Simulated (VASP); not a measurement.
# Hf (P6_3/mmc) in VASP: further runs

Hf is run at these levels: PBEsol; tasks: relaxation of cell and atoms.

All numbers are computed with VASP 6.6.1; they aren't measurements. Logs are shortened: lines on timing, memory, paths and dates and some standing lists are left out, and cuts for length are marked.

## 1. The cell of the first run

Symmetry: P6_3/mmc, No. 194, hexagonal system. Conventional cell: a = 3.158 Å, b = 3.158 Å, c = 5.004 Å, α = 90.00°, β = 90.00°, γ = 120.00°. Hf (site symmetry -6m2) has 12 Hf at 3.10 to 3.16 Å within 4.1 Å.

## 2. Relaxation of cell and atoms, PBEsol, target pressure 4 GPa, at which the enthalpy is minimised

File INCAR:

```
  PREC = Accurate
  ENCUT = 500
  EDIFF = 1E-7
  ISMEAR = -1
  SIGMA = 0.1
  LREAL = False
  LASPH = True
  NELM = 120
  ALGO = Normal
  ISIF = 3
  LWAVE = False
  LCHARG = False
  GGA = PS
  IBRION = 2
  NSW = 100
  EDIFFG = -0.002
  PSTRESS = 40.0
  GGA_COMPAT = False
  NELMIN = 4
```

File KPOINTS:

```
regular mesh
0
Gamma
  18 18 10
```

File POSCAR:

```
Hf
1.0
    3.1581217154      0.0000000000      0.0000000000
   -1.5790608577      2.7350136338      0.0000000000
    0.0000000000      0.0000000000      5.0042329878
Hf
2
Direct
    0.3333333333      0.6666666667      0.2500000000
    0.6666666667      0.3333333333      0.7500000000
```

Potentials or basis: VASP PAW PBE potentials, release 64 (Hf_pv).

Started as:

```sh
$ cat potpaw_PBE.64/Hf_pv/POTCAR > POTCAR
$ mpirun -np 1 vasp_std > vasp.out
```

OUTCAR:

```text
PREC = Accurate
   ENCUT = 500
   EDIFF = 1E-7
   ISMEAR = -1
   LREAL = False
   LASPH = True
   NELM = 120
   ISIF = 3
   GGA = PS
   IBRION = 2
   NSW = 100
   EDIFFG = -0.002
   PSTRESS = 40.0
   NELMIN = 4

 ion  position               nearest neighbor table
   1  0.333  0.667  0.250-   2 3.10   2 3.10   2 3.10   2 3.10   2 3.10   2 3.10
   2  0.667  0.333  0.750-   1 3.10   1 3.10   1 3.10   1 3.10   1 3.10   1 3.10

  LATTYP: Found a hexagonal cell.
 ALAT       =     3.1581217154
 C/A-ratio  =     1.5845598868

  Lattice vectors:

 A1 = (   3.1581217154,   0.0000000000,   0.0000000000)
 A2 = (  -1.5790608577,   2.7350136338,   0.0000000000)
 A3 = (   0.0000000000,   0.0000000000,   5.0042329878)

Analysis of symmetry for initial positions (statically):
=====================================================================
 Subroutine PRICEL returns:
 Original cell was already a primitive cell.

 Routine SETGRP: Setting up the symmetry group for a
 hexagonal supercell.

 Subroutine GETGRP returns: Found 24 space group operations
 (whereof 12 operations were pure point group operations)
 out of a pool of 24 trial point group operations.

The static configuration has the point symmetry D_3d.
 The point group associated with its full space group is D_6h.

Analysis of symmetry for dynamics (positions and initial velocities):
=====================================================================
 Subroutine PRICEL returns:
 Original cell was already a primitive cell.

 Routine SETGRP: Setting up the symmetry group for a
 hexagonal supercell.

 Subroutine GETGRP returns: Found 24 space group operations
 (whereof 12 operations were pure point group operations)
 out of a pool of 24 trial point group operations.

The dynamic configuration has the point symmetry D_3d.
 The point group associated with its full space group is D_6h.

 Subroutine INISYM returns: Found 24 space group operations
 (whereof 12 operations are pure point group operations),
 and found     1 'primitive' translations

----------------------------------------------------------------------------------------

                                     Primitive cell

  volume of cell :      43.2241

[... 96 lines left out ...]
   POTIM  = 0.5000    time-step for ionic-motion
   TEBEG  =    0.0;   TEEND  =   0.0 temperature during run
   PSTRESS=   40.0 pullay stress
   NELECT =      20.0000    total number of electrons
   NUPDOWN=      -1.0000    fix difference up-down
   EMIN   =  10.00;   EMAX   =-10.00  energy-range for DOS
   EFERMI =   0.00;   METHOD = LEGACY
   ISMEAR =    -1;   SIGMA  =   0.10  broadening in eV -4-tet -1-fermi 0-gaus
   EFERMI_NEDOS =   21; number of points for ismear=-14 and -15
   IALGO  =     38    algorithm
   IMIX   =      4    mixing-type and parameters
     AMIX     =   0.40;   BMIX     =  1.00
     AMIX_MAG =   1.60;   BMIX_MAG =  1.00
  volume/ion in A,a.u.               =      21.61       145.85
  Fermi-wavevector in a.u.,A,eV,Ry     =   1.266221  2.392811 21.814436  1.603316
  Thomas-Fermi vector in A             =   2.399433
   LORBIT       =      0    0 simple, 1 ext, 2 COOP (PROOUT), +10 PAW based schemes
   GGA     = PS    functional components
   LHFCALC =     F    Hartree Fock is set to
   AEXX    =    0.0000 exact exchange contribution
   IVDW    =     0    specifies the selected vdW correction
   LEPSILON=     F    determine dielectric tensor
   LRPA    =     F    only Hartree local field effects (RPA)
 conjugate gradient relaxation of ions
 non-spin polarized calculation
  energy-cutoff  :      500.00
  volume of cell :       43.22
 maximum number of plane-waves:      1114
 NGX is ok and might be reduce to    24
   NGX = 11   NGY = 11   NGZ = 19

--------------------------------------- Ionic step        1  -------------------------------------------

 number of electron      19.9999996 magnetization

 Free energy of the ion-electron system (eV)
  ---------------------------------------------------
  ext. energy  EPLUGINS =         0.00000000
  ---------------------------------------------------
  free energy    TOTEN  =       -21.03242210 eV

  energy without entropy =      -20.97720008  energy(sigma->0) =      -21.00481109

------------------------ aborting loop because EDIFF is reached ----------------------------------------

  FORCE on cell =-STRESS in cart. coord.  units (eV):
  Direction    XX          YY          ZZ          XY          YZ          ZX
  --------------------------------------------------------------------------------------
  -------------------------------------------------------------------------------------
  Total       -0.0931149     -0.0931149     -0.1185941     -0.0000000      0.0000000      0.0000000
  in kB       -3.4514670     -3.4514670     -4.3959001     -0.0000000      0.0000000      0.0000000
  external PRESSURE =     -43.7662780 kB  Pullay stress =      40.0000000 kB
[... 253 lines left out ...]
--------------------------------------- Ionic step        8  -------------------------------------------

 number of electron      19.9999996 magnetization

 Free energy of the ion-electron system (eV)
  ---------------------------------------------------
  ext. energy  EPLUGINS =         0.00000000
  ---------------------------------------------------
  free energy    TOTEN  =       -21.01555392 eV

  energy without entropy =      -20.96169567  energy(sigma->0) =      -20.98862479

 E-fermi :   5.2408     XC(G=0): -11.7194

 val. band max:        5.2359938084   @ k =   0.2222   0.2222   0.5000
 cond. band min:       5.2518874484   @ k =   0.1667  -0.0000   0.2000
 fundamental gap:      0.0158936400
 Fermi energy:         5.2407854992

 k-point     1 :       0.0000    0.0000    0.0000
  band No.  band energies     occupation
      1     -25.7296      2.00000
      2     -24.7915      2.00000
      3     -24.7915      2.00000
      4     -24.6331      2.00000
      5     -24.6331      2.00000
      6     -24.6309      2.00000
      7      -2.3687      2.00000
      8       1.3077      2.00000
      9       6.1801      0.00017
     10       6.4419      0.00001
     11       6.4419      0.00001
     12       6.7194      0.00000
     13       7.3367      0.00000
     14       7.3367      0.00000
[... 377 lines left out ...]
      1     -25.4841      2.00000
      2     -25.3052      2.00000
      3     -25.2649      2.00000
      4     -25.0534      2.00000
      5     -24.9064      2.00000
      6     -24.8012      2.00000
      7       1.8921      2.00000
      8       2.6435      2.00000
      9       2.8877      2.00000
     10       4.4095      1.99951
     11       5.8361      0.00518
     12       6.2220      0.00011
     13       6.9775      0.00000
     14      10.7283      0.00000

 [... further k-points ...]
[... 5 lines left out ...]
  --------------------------------------------------------------------------------------
  -------------------------------------------------------------------------------------
  Total        1.0408126      1.0408126      1.0407432      0.0000000      0.0000000     -0.0000000
  in kB       40.0056870     40.0056870     40.0030196      0.0000000      0.0000000     -0.0000000
  external PRESSURE =       0.0047979 kB  Pullay stress =      40.0000000 kB
[... 21 lines left out ...]
  energy  without entropy=      -20.9616956656  energy(sigma->0) =      -20.98862479

  enthalpy is  TOTEN    =       -19.9748893084 eV   P V=        1.0406646074

 reached required accuracy - stopping structural energy minimisation
```

Wall time 2.6 min (1 thread of Intel Xeon 6975P-C (Granite Rapids), shared host); peak memory 0.25 GiB.

What came out:

```
Free energy                                                : -21.0156 eV
Relaxed volume                                             : 20.84 Å³/atom
Relaxed cell                                               : a = 3.119 Å, b = 3.119 Å, c = 4.948 Å, α = 90.00°, β = 90.00°, γ = 120.00°
Space group after relaxing (to 0.1 Å)                      : P6_3/mmc (No. 194)
Energy change on relaxing (the run minimises the enthalpy) : +8.4 meV/atom
Ionic steps                                                : 8
Pressure after relaxing                                    : 4.0 GPa
Band gap on the k mesh                                     : zero (bands 10 and 11 overlap by 1.55 eV)
```

Step by step:
```csv
step,energy change (eV),largest force (eV/Å),pressure (GPa),volume (Å³)
1,0.0000,0.0000,-0.38,43.22
2,0.1114,0.0000,11.03,39.64
3,0.0164,0.0000,3.94,41.70
4,0.0171,0.0000,4.04,41.67
5,0.0172,0.0000,4.04,41.67
6,0.0172,0.0000,4.04,41.67
7,0.0165,0.0000,3.95,41.70
8,0.0169,0.0000,4.00,41.68
```

Final structure:
```yaml
crystal:
  lattice:
    - [3.11905, 0.00000, 0.00000]
    - [-1.55952, 2.70118, 0.00000]
    - [0.00000, 0.00000, 4.94750]
  atoms:
    - { symbol: Hf, position: [0.33333, 0.66667, 0.25000] }
    - { symbol: Hf, position: [0.66667, 0.33333, 0.75000] }
```

Levels at points of the mesh, in eV from the Fermi level:
```
           k point  band 7  band 8  band 9  band 10  band 11  band 12  band 13  band 14
(0.00, 0.00, 0.00)   -7.61   -3.93    0.94     1.20     1.20     1.48     2.10     2.10
(0.50, 0.00, 0.00)   -3.46   -3.01   -2.45    -0.63     0.79     0.97     1.81     6.41
(0.00, 0.00, 0.50)   -5.50   -5.50    0.13     0.13     1.09     1.09     1.09     1.09
(0.50, 0.00, 0.50)   -3.63   -3.63   -1.11    -1.11     1.47     1.47     2.82     2.82
```

Caveat: the cell is relaxed towards a set pressure, so the run minimises the enthalpy, not the energy; the PAW data sets were made with another functional, which shifts forces and pressure a little; spin-orbit coupling is left out, which moves the levels of the heavy elements.

(Continued in part 2 of 2.)
